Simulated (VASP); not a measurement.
# Ba (Im-3m) in VASP: a series of runs

Runs on Ba. Level: LDA. Tasks: single point.

All numbers are computed with VASP 6.6.1; they aren't measurements. Logs are shortened: lines on timing, memory, paths and dates and some standing lists are left out, and cuts for length are marked.

### 1 The cell of the first run

The structure is cubic, space group Im-3m (No. 229). The conventional cell has a = 4.758 Å, b = 4.758 Å, c = 4.758 Å, α = 90.00°, β = 90.00°, γ = 90.00°. Within 5.4 Å of Ba (site symmetry m-3m) lie 14 Ba at 4.12 to 4.76 Å.

### 2 Single point, LDA

INCAR reads:

```
SYSTEM = Ba
ALGO = Normal
EDIFF = 1E-7
ENCUT = 520
GGA = CA
ISIF = 2
ISMEAR = 1
LASPH = .TRUE.
LCHARG = .FALSE.
LREAL = .FALSE.
LWAVE = .FALSE.
NBANDS = 11
NELM = 100
PREC = Accurate
SIGMA = 0.03
```

KPOINTS reads:

```
k-points
0
G
  9 9 9
  0 0 0
```

POSCAR reads:

```
Ba
1.0
   -2.3789385306      2.3789385306      2.3789385306
    2.3789385306     -2.3789385306      2.3789385306
    2.3789385306      2.3789385306     -2.3789385306
Ba
1
Direct
    0.0000000000      0.0000000000      0.0000000000
```

Potentials or basis: VASP PAW LDA potentials, release 64 (Ba_sv).

Launch:

```bash
$ cat potpaw_LDA.64/Ba_sv/POTCAR > POTCAR
$ mpirun -np 1 vasp_std > vasp.out
```

OUTCAR:

```text
SYSTEM = Ba
   EDIFF = 1E-7
   ENCUT = 520
   GGA = CA
   ISIF = 2
   ISMEAR = 1
   LASPH = .TRUE.
   LREAL = .FALSE.
   NELM = 100
   PREC = Accurate

 ion  position               nearest neighbor table
   1  0.000  0.000  0.000-

  LATTYP: Found a body centered cubic cell.
 ALAT       =     4.7578770612

  Lattice vectors:

 A1 = (  -2.3789385306,   2.3789385306,   2.3789385306)
 A2 = (   2.3789385306,  -2.3789385306,   2.3789385306)
 A3 = (   2.3789385306,   2.3789385306,  -2.3789385306)

Analysis of symmetry for initial positions (statically):
=====================================================================
 Subroutine PRICEL returns:
 Original cell was already a primitive cell.

 Routine SETGRP: Setting up the symmetry group for a
 body centered cubic supercell.

 Subroutine GETGRP returns: Found 48 space group operations
 (whereof 48 operations were pure point group operations)
 out of a pool of 48 trial point group operations.

The static configuration has the point symmetry O_h .

Analysis of symmetry for dynamics (positions and initial velocities):
=====================================================================
 Subroutine PRICEL returns:
 Original cell was already a primitive cell.

 Routine SETGRP: Setting up the symmetry group for a
 body centered cubic supercell.

 Subroutine GETGRP returns: Found 48 space group operations
 (whereof 48 operations were pure point group operations)
 out of a pool of 48 trial point group operations.

The dynamic configuration has the point symmetry O_h .

 Subroutine INISYM returns: Found 48 space group operations
 (whereof 48 operations are pure point group operations),
 and found     1 'primitive' translations

----------------------------------------------------------------------------------------

                                     Primitive cell

  volume of cell :      53.8530

  direct lattice vectors                    reciprocal lattice vectors
    -2.378938531  2.378938531  2.378938531     0.000000000  0.210177772  0.210177772
     2.378938531 -2.378938531  2.378938531     0.210177772  0.000000000  0.210177772
     2.378938531  2.378938531 -2.378938531     0.210177772  0.210177772  0.000000000

  length of vectors
     4.120442403  4.120442403  4.120442403     0.297236256  0.297236256  0.297236256

  position of ions in fractional coordinates (direct lattice)
     0.000000000  0.000000000  0.000000000

[... 75 lines left out ...]
   EDIFF  = 0.1E-06   stopping-criterion for ELM
   LREAL  =      F    real-space projection
   EDIFFG = 0.1E-05   stopping-criterion for IOM
   NSW    =      0    number of steps for IOM
   IBRION =     -1    ionic relax: 0-MD 1-quasi-New 2-CG
   NFREE  =      0    steps in history (QN), initial steepest desc. (CG)
   ISIF   =      2    stress and relaxation
   ISYM   =      2    0-nonsym 1-usesym 2-fastsym
   POTIM  = 0.5000    time-step for ionic-motion
   TEBEG  =    0.0;   TEEND  =   0.0 temperature during run
   PSTRESS=    0.0 pullay stress
   NELECT =      10.0000    total number of electrons
   NUPDOWN=      -1.0000    fix difference up-down
   EMIN   =  10.00;   EMAX   =-10.00  energy-range for DOS
   EFERMI =   0.00;   METHOD = LEGACY
   ISMEAR =     1;   SIGMA  =   0.03  broadening in eV -4-tet -1-fermi 0-gaus
   EFERMI_NEDOS =   21; number of points for ismear=-14 and -15
   IALGO  =     38    algorithm
   IMIX   =      4    mixing-type and parameters
     AMIX     =   0.40;   BMIX     =  1.00
     AMIX_MAG =   1.60;   BMIX_MAG =  1.00
  volume/ion in A,a.u.               =      53.85       363.42
  Fermi-wavevector in a.u.,A,eV,Ry     =   0.933982  1.764969 11.868654  0.872321
  Thomas-Fermi vector in A             =   2.060739
   LORBIT       =      0    0 simple, 1 ext, 2 COOP (PROOUT), +10 PAW based schemes
   GGA     = CA    functional components
   LHFCALC =     F    Hartree Fock is set to
   AEXX    =    0.0000 exact exchange contribution
   IVDW    =     0    specifies the selected vdW correction
   LEPSILON=     F    determine dielectric tensor
   LRPA    =     F    only Hartree local field effects (RPA)
 non-spin polarized calculation
 Methfessel and Paxton  Order N= 1 SIGMA  =   0.03
  energy-cutoff  :      520.00
  volume of cell :       53.85
 maximum number of plane-waves:      1481
   NGX = 15   NGY = 15   NGZ = 15

 number of electron      10.0000000 magnetization

 number of electron       9.9999999 magnetization

 Free energy of the ion-electron system (eV)
  ---------------------------------------------------
  ext. energy  EPLUGINS =         0.00000000
  ---------------------------------------------------
  free energy    TOTEN  =        -2.24686648 eV

  energy without entropy =       -2.24688604  energy(sigma->0) =       -2.24687300

 E-fermi :   1.9886     XC(G=0):  -8.1435

 val. band max:        1.9750353174   @ k =  -0.3333   0.4444   0.2222
 cond. band min:       2.0150630777   @ k =   0.3333   0.3333   0.0000
 fundamental gap:      0.0400277604
 Fermi energy:         1.9886474403

 k-point     1 :       0.0000    0.0000    0.0000
  band No.  band energies     occupation
      1     -26.6069      2.00000
      2     -11.4460      2.00000
      3     -11.4460      2.00000
      4     -11.4460      2.00000
      5      -0.8301      2.00000
      6       3.9024      0.00000
      7       3.9024      0.00000
      8       3.9024      0.00000
      9       5.5917      0.00000
     10       5.5917      0.00000
     11       9.4097      0.00000
[... 309 lines left out ...]
 k-point    24 :      -0.4444   -0.4444    0.1111
  band No.  band energies     occupation
      1     -26.5052      2.00000
      2     -12.1306      2.00000
      3     -11.8056      2.00000
      4     -11.5684      2.00000
      5       1.5699      2.00000
      6       2.8558      0.00000
      7       2.9424      0.00000
      8       4.7090      0.00000
      9       6.6084      0.00000
     10       8.3505      0.00000
     11       8.8302      0.00000

 [... further k-points ...]
[... 5 lines left out ...]
  --------------------------------------------------------------------------------------
  -------------------------------------------------------------------------------------
  Total        0.0224143      0.0224143      0.0224143      0.0000000     -0.0000000     -0.0000000
  in kB        0.6668470      0.6668470      0.6668470      0.0000000     -0.0000000     -0.0000000
  external PRESSURE =       0.6668470 kB  Pullay stress =       0.0000000 kB

 VOLUME and BASIS-vectors are now :
 -----------------------------------------------------------------------------
  energy-cutoff  :      520.00
  volume of cell :       53.85
      direct lattice vectors                 reciprocal lattice vectors
    -2.378938531  2.378938531  2.378938531     0.000000000  0.210177772  0.210177772
     2.378938531 -2.378938531  2.378938531     0.210177772  0.000000000  0.210177772
     2.378938531  2.378938531 -2.378938531     0.210177772  0.210177772  0.000000000

 POSITION                                       TOTAL-FORCE (eV/Angst)
 -----------------------------------------------------------------------------------
      0.00000      0.00000      0.00000         0.000000     -0.000000     -0.000000
 -----------------------------------------------------------------------------------
    total drift:                               -0.000000      0.000000      0.000000

  FREE ENERGIE OF THE ION-ELECTRON SYSTEM (eV)
  ---------------------------------------------------
  free  energy   TOTEN  =        -2.2468664812 eV

  energy  without entropy=       -2.2468860357  energy(sigma->0) =       -2.24687300
```

stdout:

```text
POSCAR found type information on POSCAR Ba
 POSCAR found :  1 types and       1 ions
 scaLAPACK will be used
 LDA part: xc-table for (Slater(with rela. corr.)+CA(PZ))
 , standard interpolation
 POSCAR, INCAR and KPOINTS ok, starting setup
 FFT: planning ... GRIDC
 FFT: planning ... GRID_SOFT
 FFT: planning ... GRID
 WAVECAR not read
 entering main loop
```

It took 11 s on 1 thread of Intel Xeon Platinum 8259CL at 2.50GHz (Skylake/Cascade Lake), shared host; peak memory 0.16 GiB.

Results:

| Quantity | Value |
| --- | --- |
| Free energy | -2.2469 eV |
| Pressure | 0.1 GPa |
| Band gap on the k mesh | zero (band 5 reaches 2.57 eV, above the bottom of band 6 at 1.31 eV) |

Caveat: spin-orbit coupling is left out, which moves the levels of the heavy elements.

### 3 Single point, LDA

INCAR reads:

```
  PREC = Accurate
  ENCUT = 520
  EDIFF = 1E-7
  ISMEAR = 1
  SIGMA = 0.1
  LREAL = F
  LASPH = T
  NELM = 100
  ALGO = Normal
  ISIF = 2
  LWAVE = F
  LCHARG = F
  GGA = CA
  NBANDS = 11
```

KPOINTS reads:

```
regular mesh
0
Gamma
  9 9 9
```

POSCAR is that of step 2.

Potentials or basis: VASP PAW LDA potentials, release 64 (Ba_sv).

Launch:

```bash
$ cat potpaw_LDA.64/Ba_sv/POTCAR > POTCAR
$ mpirun -np 1 vasp_std > vasp.out
```

OUTCAR:

```text
PREC = Accurate
   ENCUT = 520
   EDIFF = 1E-7
   ISMEAR = 1
   LREAL = F
   LASPH = T
   NELM = 100
   ISIF = 2
   GGA = CA

 ion  position               nearest neighbor table
   1  0.000  0.000  0.000-

  LATTYP: Found a body centered cubic cell.
 ALAT       =     4.7578770612

  Lattice vectors:

 A1 = (  -2.3789385306,   2.3789385306,   2.3789385306)
 A2 = (   2.3789385306,  -2.3789385306,   2.3789385306)
 A3 = (   2.3789385306,   2.3789385306,  -2.3789385306)

Analysis of symmetry for initial positions (statically):
=====================================================================
 Subroutine PRICEL returns:
 Original cell was already a primitive cell.

 Routine SETGRP: Setting up the symmetry group for a
 body centered cubic supercell.

 Subroutine GETGRP returns: Found 48 space group operations
 (whereof 48 operations were pure point group operations)
 out of a pool of 48 trial point group operations.

The static configuration has the point symmetry O_h .

Analysis of symmetry for dynamics (positions and initial velocities):
=====================================================================
[... 161 lines left out ...]
 cond. band min:       2.0154192671   @ k =   0.3333   0.3333   0.0000
 fundamental gap:      0.0400683221
 Fermi energy:         1.9979866931

 k-point     1 :       0.0000    0.0000    0.0000
  band No.  band energies     occupation
      1     -26.6059      2.00000
      2     -11.4450      2.00000
      3     -11.4450      2.00000
      4     -11.4450      2.00000
      5      -0.8299      2.00000
      6       3.9030     -0.00000
      7       3.9030     -0.00000
      8       3.9030     -0.00000
      9       5.5922      0.00000
     10       5.5922      0.00000
     11       9.4098      0.00000
[... 309 lines left out ...]
 k-point    24 :      -0.4444   -0.4444    0.1111
  band No.  band energies     occupation
      1     -26.5042      2.00000
      2     -12.1296      2.00000
      3     -11.8046      2.00000
      4     -11.5674      2.00000
      5       1.5702      2.00000
      6       2.8561     -0.00000
      7       2.9428     -0.00000
      8       4.7094      0.00000
      9       6.6090      0.00000
     10       8.3512      0.00000
     11       8.8307      0.00000

 [... further k-points ...]
[... 5 lines left out ...]
  --------------------------------------------------------------------------------------
  -------------------------------------------------------------------------------------
  Total        0.0158705      0.0158705      0.0158705      0.0000000      0.0000000      0.0000000
  in kB        0.4721635      0.4721635      0.4721635      0.0000000      0.0000000      0.0000000
  external PRESSURE =       0.4721635 kB  Pullay stress =       0.0000000 kB

 VOLUME and BASIS-vectors are now :
 -----------------------------------------------------------------------------
  energy-cutoff  :      520.00
  volume of cell :       53.85
      direct lattice vectors                 reciprocal lattice vectors
    -2.378938531  2.378938531  2.378938531     0.000000000  0.210177772  0.210177772
     2.378938531 -2.378938531  2.378938531     0.210177772  0.000000000  0.210177772
     2.378938531  2.378938531 -2.378938531     0.210177772  0.210177772  0.000000000

 POSITION                                       TOTAL-FORCE (eV/Angst)
 -----------------------------------------------------------------------------------
      0.00000      0.00000      0.00000         0.000000      0.000000      0.000000
 -----------------------------------------------------------------------------------
    total drift:                               -0.000000      0.000000     -0.000000

  FREE ENERGIE OF THE ION-ELECTRON SYSTEM (eV)
  ---------------------------------------------------
  free  energy   TOTEN  =        -2.2471037731 eV

  energy  without entropy=       -2.2457823031  energy(sigma->0) =       -2.24666328
```

OSZICAR:

```text
N       E                     dE             d eps       ncg     rms          rms(c)
DAV:   1     0.496389425332E+02    0.49639E+02   -0.44571E+03   770   0.767E+02
DAV:   2    -0.403976825497E-01   -0.49679E+02   -0.48435E+02   917   0.140E+02
DAV:   3    -0.218844528089E+01   -0.21480E+01   -0.21318E+01   988   0.287E+01
DAV:   4    -0.225658580598E+01   -0.68141E-01   -0.68076E-01   977   0.460E+00
DAV:   5    -0.225861747479E+01   -0.20317E-02   -0.20316E-02  1039   0.609E-01    0.206E+00
DAV:   6    -0.225112467498E+01    0.74928E-02   -0.61246E-03  1078   0.642E-01    0.119E+00
DAV:   7    -0.224705113079E+01    0.40735E-02   -0.87528E-03  1125   0.778E-01    0.628E-02
DAV:   8    -0.224710188136E+01   -0.50751E-04   -0.13417E-04   947   0.677E-02    0.128E-02
DAV:   9    -0.224710404245E+01   -0.21611E-05   -0.57949E-06  1022   0.153E-02    0.228E-03
DAV:  10    -0.224710375931E+01    0.28314E-06   -0.35236E-07   927   0.334E-03    0.118E-03
DAV:  11    -0.224710377310E+01   -0.13785E-07   -0.17341E-08   538   0.849E-04
   1 F= -.22471038E+01 E0= -.22466633E+01  d E =-.132147E-02
```

stdout:

```text
POSCAR found type information on POSCAR Ba
 POSCAR found :  1 types and       1 ions
 scaLAPACK will be used
 LDA part: xc-table for (Slater(with rela. corr.)+CA(PZ))
 , standard interpolation
 POSCAR, INCAR and KPOINTS ok, starting setup
 FFT: planning ... GRIDC
 FFT: planning ... GRID_SOFT
 FFT: planning ... GRID
 WAVECAR not read
 entering main loop
```

Wall time 19 s (1 thread of AMD EPYC 7R13, shared host); peak memory 0.13 GiB.

Results:

| Item | Value |
| --- | --- |
| Free energy | -2.2471 eV |
| Pressure | 0.0 GPa |
| Band gap on the k mesh | zero (band 5 reaches 2.57 eV, above the bottom of band 6 at 1.31 eV) |

Levels at points of the mesh, in eV from the Fermi level:
```
           k point  band 2  band 3  band 4  band 5  band 6  band 7  band 8  band 9
(0.00, 0.00, 0.00)  -13.44  -13.44  -13.44   -2.83    1.91    1.91    1.91    3.59
```

Caveat: spin-orbit coupling is left out, which moves the levels of the heavy elements.

### 4 Single point, LDA

INCAR reads:

```
PREC = Accurate
ENCUT = 520
EDIFF = 1E-6
ISMEAR = 1
SIGMA = 0.2
LREAL = F
LASPH = T
NELM = 100
ALGO = Normal
ISIF = 2
LWAVE = F
LCHARG = F
GGA = CA
NBANDS = 11
```

KPOINTS is that of step 3.

POSCAR is that of step 3.

Launch:

```bash
$ cat potpaw_LDA.64/Ba_sv/POTCAR > POTCAR
$ mpirun -np 1 vasp_std > vasp.out
```

Run time: 21 s. Hardware: 1 thread of AMD EPYC 7R13, shared host; peak memory 0.13 GiB.

It converged, with:

| Property | Result |
| --- | --- |
| Free energy | -2.2489 eV |
| Pressure | 0.0 GPa |
| Band gap on the k mesh | zero (band 5 reaches 2.57 eV, above the bottom of band 6 at 1.31 eV) |

Levels at points of the mesh, in eV from the Fermi level:
```csv
k point,band 1,band 2,band 3,band 4,band 5,band 6,band 7,band 8,band 9,band 10
"(0.00, 0.00, 0.00)",-28.59,-13.43,-13.43,-13.43,-2.82,1.92,1.92,1.92,3.61,3.61
```

Caveat: spin-orbit coupling is left out, which moves the levels of the heavy elements.

(Part 1 of 3 ends here.)
